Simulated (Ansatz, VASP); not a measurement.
## Ti in VASP and in Ansatz

The input INCAR:

```
PREC = Accurate ; ENCUT = 520
EDIFF = 1E-6 ; ISMEAR = 0
SIGMA = 0.15 ; LREAL = False
LASPH = True ; NELM = 80
ALGO = Fast ; ISIF = 2
LWAVE = False ; LCHARG = False
GGA = PS ; NBANDS = 19
```

The input KPOINTS:

```
regular mesh
0
Gamma
  18 18 10
```

File POSCAR:

```
Ti
1.0
    2.9499978604      0.0000000000      0.0000000000
   -1.4749989302      2.5547730882      0.0000000000
    0.0000000000      0.0000000000      4.6860000000
Ti
2
Direct
    0.2892981114      0.5785962227      0.1539692702
    0.6666666667      0.3333333333      0.7500000000
```

Input for Ansatz:

```yaml
crystal:
  lattice:
    - [2.9499978604, 0.0, 0.0]
    - [-1.4749989302, 2.5547730882, 0.0]
    - [0.0, 0.0, 4.686]
  atoms:
    - { symbol: Ti, position: [0.2892981114, 0.5785962227, 0.1539692702] }
    - { symbol: Ti, position: [0.6666666667, 0.3333333333, 0.75] }
basis:
  ecutwfc: 420
kpoints:
  mp_grid: { grid: [18, 18, 10] }
hamiltonian:
  xc: pbesol
scf:
  occupations: { method: gaussian, width: 0.15 }
output:
  forces: true
  stress: true
  eigenvalues: true
```

Alike in both runs: task single point; functional PBEsol; k mesh 18 × 18 × 10; occupations gaussian, width 0.15 eV; no spin polarisation.

|  | VASP | Ansatz |
| --- | --- | --- |
| version | VASP 6.6.1 | Ansatz 0.2.0 |
| potentials or method | VASP PAW PBE potentials, release 64 (Ti_sv), cutoff 520 eV | scalar-relativistic, plane waves, PAW |
| valence electrons in the cell | 24 | 24 |

Ansatz gave:

- gap on the k mesh at the Fermi level (eV): none
- pressure (GPa): 2.3
- traceless stress, the component that is largest in VASP (GPa): -6.36
- rms of the force components (eV/Å): 1.543

**Question.** Which values does VASP return?

**Answer.** gap on the k mesh at the Fermi level (eV): none; pressure (GPa): 1.9; traceless stress, the component that is largest in VASP (GPa): -6.39; rms of the force components (eV/Å): 1.541.

VASP's potentials were made for PBE, not for PBEsol. Atom by atom the forces differ by 0.004 eV/Å (rms over components). A gap of «none» marks a metal or a gap that the smearing closes.
